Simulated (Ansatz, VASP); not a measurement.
V in VASP and in Ansatz

```
V
1.0
     0.00000    1.90829    1.90829
     1.90829    0.00000    1.90829
     1.90829    1.90829    0.00000
V
1
Direct
  0.00000 0.00000 0.00000
```

Alike in both runs: functional PBE; k mesh 19 × 19 × 19; occupations fermi-dirac, width 0.05 eV; collinear spin.

Ansatz relaxed the structure, and its values are those at the end. VASP's run is a single point on that final structure, the one shown.

|  | VASP | Ansatz |
| --- | --- | --- |
| version | VASP 6.6.1 | Ansatz 0.2.0 |
| potentials or method | VASP PAW PBE potentials, release 64 (V_sv) | PAW with Ansatz's default frozen-core files, scalar-relativistic |
| plane-wave cutoff (eV) | 520 | 420 |
| valence electrons in the cell | 13 | 13 |

Ansatz gave:

* pressure (GPa): 0.0
* net moment per atom (μB): 0.00

Problem. Which values does VASP return?

Solution. Pressure (GPa): 0.2; net moment per atom (μB): 0.00.

Ansatz's warnings: seeded moment not kept.
